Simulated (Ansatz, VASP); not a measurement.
# MgO in VASP and in Ansatz

The input POSCAR:

```
MgO
1.0
    2.9380209034      0.0000000000      0.0000000000
   -1.4690104517      2.5444007392      0.0000000000
    0.0000000000      0.0000000000      2.6796800000
Mg O
1 1
Direct
    0.0000000000      0.0000000000      0.0000000000
    0.3333333333      0.6666666667      0.5000000000
```

The input INCAR.step1:

```
SYSTEM = MgO
  ALGO = Normal
  EDIFF = 1E-5
  ENCUT = 520
  GGA = PE
  ISIF = 2
  ISMEAR = -1
  LASPH = .TRUE.
  LCHARG = .FALSE.
  LREAL = .FALSE.
  LWAVE = .TRUE.
  NBANDS = 11
  NELM = 80
  PREC = Accurate
  SIGMA = 0.05
```

INCAR.step2

```
SYSTEM = MgO
  AEXX = 1.0
  AGGAC = 0.0
  ALDAC = 0.0
  ALGO = Normal
  EDIFF = 1E-6
  ENCUT = 520
  GGA = PE
  ISIF = 2
  ISMEAR = -1
  ISTART = 1
  LASPH = .TRUE.
  LCHARG = .FALSE.
  LHFCALC = .TRUE.
  LREAL = .FALSE.
  LWAVE = .FALSE.
  NBANDS = 11
  NELM = 80
  PREC = Accurate
  PRECFOCK = Normal
  SIGMA = 0.05
```

The input KPOINTS:

```
k-points
0
G
  5 5 5
  0 0 0
```

input

```
crystal:
  lattice:
    - [2.9380209034, 0.0, 0.0]
    - [-1.4690104517, 2.5444007392, 0.0]
    - [0.0, 0.0, 2.67968]
  atoms:
    - { symbol: Mg, position: [0.0, 0.0, 0.0] }
    - { symbol: O, position: [0.3333333333, 0.6666666667, 0.5] }
hamiltonian:
  xc: hf
  pseudopotentials: { kind: paw }
kpoints:
  mp_grid: { grid: [5, 5, 5] }
  band_path:
    path:
      - [[0.0, 0.0, 0.0], [0.5, 0.0, 0.0], [0.3333333333, 0.3333333333, 0.0], [0.0, 0.0, 0.0], [0.0, 0.0, 0.5], [0.5, 0.0, 0.5], [0.3333333333, 0.3333333333, 0.5], [0.0, 0.0, 0.5]]
      - [[0.5, 0.0, 0.5], [0.5, 0.0, 0.0]]
      - [[0.3333333333, 0.3333333333, 0.0], [0.3333333333, 0.3333333333, 0.5]]
    npoints: 4
scf:
  occupations: { method: fermi_dirac, width: 0.05 }
  n_extra_bands: 6
output:
  forces: true
  stress: true
  eigenvalues: true
  fatbands: false
  write_density: true
  write_potential: true
  elf: true
  volumetric_format: npy
```

Alike in both runs: functional HF; k mesh 5 × 5 × 5; occupations fermi-dirac, width 0.05 eV; no spin polarisation.

```csv
,VASP,Ansatz
version,VASP 6.6.1,Ansatz 0.2.0
potentials or method,"VASP PAW PBE potentials, release 64 (Mg, O)",Ansatz PAW
plane-wave cutoff (eV),520,420
valence electrons in the cell,8,16
task,single point,band structure
```

Ansatz gave:

* gap on the k mesh at the Fermi level (eV): 13.30
* least direct gap on the mesh (eV): 13.77
* pressure (GPa): -8.4
* traceless stress, the component that is largest in VASP (GPa): -2.29

Which values does VASP return?

gap on the k mesh at the Fermi level (eV): 13.21; least direct gap on the mesh (eV): 13.71; pressure (GPa): -8.1; traceless stress, the component that is largest in VASP (GPa): -2.19.

VASP's potentials were made for PBE, not for HF. With one functional, cell and mesh, what is left measures potentials, basis and numerics. VASP's potentials hold 8 valence electrons a cell and Ansatz's 16, so a difference there can come from the potentials and not from the codes.

The k mesh is coarse, so the values compare programs but aren't converged.
